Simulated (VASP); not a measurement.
Input of a VASP 6.6.1 run:

Contents of POSCAR:

```
PbO2
1.0
   -1.8401280018      1.8401280018      4.6831100750
    1.8401280018     -1.8401280018      4.6831100750
    1.8401280018      1.8401280018     -4.6831100750
Pb O
2 4
Direct
    0.0000000000      0.0000000000      0.0000000000
    0.7500000000      0.2500000000      0.5000000000
    0.9561225807      0.4561225807      0.5000000000
    0.2061225807      0.2061225807      0.0000000000
    0.5438774193      0.0438774193      0.5000000000
    0.7938774193      0.7938774193      0.0000000000
```

Contents of INCAR.step1:

```
SYSTEM = PbO2
ALGO     = Normal         ! electronic algorithm
EDIFF    = 1E-4           ! SCF threshold, eV
ENCUT    = 520            ! plane-wave cutoff, eV
GGA      = PE             ! functional
ISMEAR   = 0              ! smearing method
LASPH    = .TRUE.         ! aspherical terms in the spheres
LCHARG   = .FALSE.        ! write CHGCAR
LREAL    = .FALSE.        ! projectors in reciprocal space
LWAVE    = .TRUE.         ! write WAVECAR
NBANDS   = 35             ! bands
NELM     = 100            ! most SCF steps
PREC     = Accurate       ! precision mode
SIGMA    = 0.1            ! smearing width, eV
```

File INCAR.step2:

```
SYSTEM = PbO2
ALGO     = Normal         ! electronic algorithm
EDIFF    = 1E-6           ! SCF threshold, eV
ENCUT    = 520            ! plane-wave cutoff, eV
ISIF     = 2              ! what is computed and relaxed
ISMEAR   = 0              ! smearing method
ISTART   = 1            
LASPH    = .TRUE.         ! aspherical terms in the spheres
LCHARG   = .FALSE.        ! write CHGCAR
LMIXTAU  = .TRUE.       
LREAL    = .FALSE.        ! projectors in reciprocal space
LWAVE    = .FALSE.        ! write WAVECAR
METAGGA  = R2SCAN         ! meta-GGA
NBANDS   = 35             ! bands
NELM     = 100            ! most SCF steps
PREC     = Accurate       ! precision mode
SIGMA    = 0.1            ! smearing width, eV
```

KPOINTS

```
k-points
0
G
  8 8 8
  0 0 0
```

Potentials or basis: VASP PAW PBE potentials, release 64 (Pb_d, O).

The run is started by

```console
$ cat potpaw_PBE.64/Pb_d/POTCAR potpaw_PBE.64/O/POTCAR > POTCAR
$ cp INCAR.step1 INCAR
$ mpirun -np 1 vasp_std > vasp.out
$ cp INCAR.step2 INCAR
$ mpirun -np 1 vasp_std > vasp.out
```

Problem. Estimate the band gap on the k mesh.

Solution. 2.58 eV (least direct gap 4.38 eV).

Problem. Estimate the largest force.

Solution. 3.191 eV/Å.

Problem. What does it give for the pressure?

Solution. 147.0 GPa.

Forces on the atoms (eV/Å):
```
Pb   0.000  0.000  0.000
Pb   0.000  0.000  0.000
O    0.000  0.000  3.191
O    0.000  0.000  3.191
O    0.000  0.000 -3.191
O    0.000  0.000 -3.191
```

Caveat: the stress differs along the axes, from 142 to 157 GPa; the PAW data sets were made with another functional, which shifts forces and pressure a little; spin-orbit coupling is left out, which moves the levels of the heavy elements. A k mesh can miss the band edges.
